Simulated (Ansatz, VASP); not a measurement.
Two plane-wave programs on SnO2

Contents of POSCAR:

```
SnO2
1.0
    4.7598181028      0.0000000000      0.0000000000
    0.0000000000      4.7600576175      0.0000000000
    0.0000000000      0.0000000000      3.2007107555
Sn O
2 4
Direct
    0.4628673741      0.5371442647      0.5000000000
   -0.0371326259      0.0371442647      0.0000000000
    0.3058623572      0.3059582262      0.0000000000
    0.8058623572      0.1940417738      0.5000000000
    0.1941376428      0.8059582262      0.5000000000
    0.6941376428      0.6940417738      0.0000000000
```

File INCAR.step1:

```
PREC = Accurate ; ENCUT = 520
ISMEAR = 0 ; SIGMA = 0.05
LREAL = F ; LASPH = T
NELM = 80 ; NBANDS = 35
GGA = PE ; ALGO = Normal
EDIFF = 1E-4 ; LWAVE = T
LCHARG = F
```

INCAR.step2

```
PREC = Accurate ; ENCUT = 520
EDIFF = 1E-6 ; ISMEAR = 0
SIGMA = 0.05 ; LREAL = F
LASPH = T ; NELM = 80
ALGO = Normal ; ISIF = 2
LWAVE = F ; LCHARG = F
METAGGA = R2SCAN ; LMIXTAU = T
NBANDS = 35 ; ISTART = 1
```

File KPOINTS:

```
Automatic mesh
0
Gamma
  6 6 8
```

Input for Ansatz:

```yaml
crystal:
  lattice:
    - [4.7598181028, 0.0, 0.0]
    - [0.0, 4.7600576175, 0.0]
    - [0.0, 0.0, 3.2007107555]
  atoms:
    - { symbol: Sn, position: [0.4628673741, 0.5371442647, 0.5] }
    - { symbol: Sn, position: [-0.0371326259, 0.0371442647, 0.0] }
    - { symbol: O, position: [0.3058623572, 0.3059582262, 0.0] }
    - { symbol: O, position: [0.8058623572, 0.1940417738, 0.5] }
    - { symbol: O, position: [0.1941376428, 0.8059582262, 0.5] }
    - { symbol: O, position: [0.6941376428, 0.6940417738, 0.0] }
basis:
  ecutwfc: 500
kpoints:
  mp_grid: { grid: [6, 6, 8] }
hamiltonian:
  xc: r2scan
scf:
  occupations: { method: gaussian, width: 0.05 }
output:
  forces: true
  stress: true
  eigenvalues: true
```

Change from the starting cell: all Sn atoms moved -0.250 Å, as atom 1 towards its neighbour atom 4 (O) at 2.059 Å.

Alike in both runs: task single point; functional r2SCAN; k mesh 6 × 6 × 8; occupations gaussian, width 0.05 eV; no spin polarisation.

|  | VASP | Ansatz |
| --- | --- | --- |
| version | VASP 6.6.1 | Ansatz 0.2.0 |
| potentials or method | VASP PAW PBE potentials, release 64 (Sn_d, O), cutoff 520 eV | scalar-relativistic, plane waves, PAW |
| valence electrons in the cell | 52 | 52 |

```csv
,VASP,Ansatz,Ansatz less VASP
gap on the k mesh at the Fermi level (eV),1.85,1.84,-0.014
least direct gap on the mesh (eV),1.85,1.84,-0.014
pressure (GPa),8.6,7.5,-1.10
"traceless stress, the component that is largest in VASP (GPa)",-10.40,-10.44,-0.040
rms of the force components (eV/Å),2.255,2.206,-0.0493
```

VASP's potentials were made for PBE, not for r2SCAN. Atom by atom the forces differ by 0.054 eV/Å (rms over components). The functional is the same, so the differences come from potentials, cutoffs and numerics.
